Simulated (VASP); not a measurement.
Input of a VASP 6.6.1 run:

Contents of INCAR:

```
ALGO     = Normal         # electronic algorithm
EDIFF    = 1E-8           # SCF threshold, eV
ENCUT    = 520            # plane-wave cutoff, eV
GGA      = PE             # functional
IBRION   = 8              # ionic algorithm
ISIF     = 2              # what is computed and relaxed
ISMEAR   = -1             # smearing method
KPAR     = 4            
LASPH    = True           # aspherical terms in the spheres
LCHARG   = False          # write CHGCAR
LREAL    = False          # projectors in reciprocal space
LWAVE    = False          # write WAVECAR
NBANDS   = 36             # bands
NELM     = 60             # most SCF steps
NSW      = 1              # ionic steps
PREC     = Accurate       # precision mode
SIGMA    = 0.15           # smearing width, eV
```

The input KPOINTS:

```
k-points
0
Gamma
  12 12 4
```

POSCAR

```
CoSi6Ni2
1.0
    3.8223667600      0.0000000000      0.0000000000
   -1.9111833800      3.3102667168      0.0000000000
    0.0000000000      0.0000000000      9.3488291758
Co Si Ni
1 6 2
Direct
    0.0000000000      0.0000000000      0.0000000000
    0.3333333333      0.6666666667      0.5848098008
    0.6666666667      0.3333333333      0.9214497300
    0.0000000000      0.0000000000      0.2448279711
    0.3333333333      0.6666666667      0.0785502700
    0.6666666667      0.3333333333      0.4151901992
    0.0000000000      0.0000000000      0.7551720289
    0.3333333333      0.6666666667      0.3338890370
    0.6666666667      0.3333333333      0.6661109630
```

Potentials or basis: VASP PAW PBE potentials, release 64 (Co, Si, Ni).

Run with:

```sh
$ cat potpaw_PBE.64/Co/POTCAR potpaw_PBE.64/Si/POTCAR potpaw_PBE.64/Ni/POTCAR > POTCAR
$ mpirun -np 4 vasp_std > vasp.out
```

Problem. Predict the highest phonon frequency at Γ.

Solution. 398 cm⁻¹.

Phonon frequencies in cm⁻¹ (negative: imaginary):
```tsv
q point	frequencies
(0.000, 0.000, 0.000)	0 0 0 85 85 97 97 231 236 295 295 297 297 314 314 316 324 332 336 336 342 347 347 352 352 371 398
```

Spin polarisation is off, so any magnetic state and its effect on volume and gap are missing.
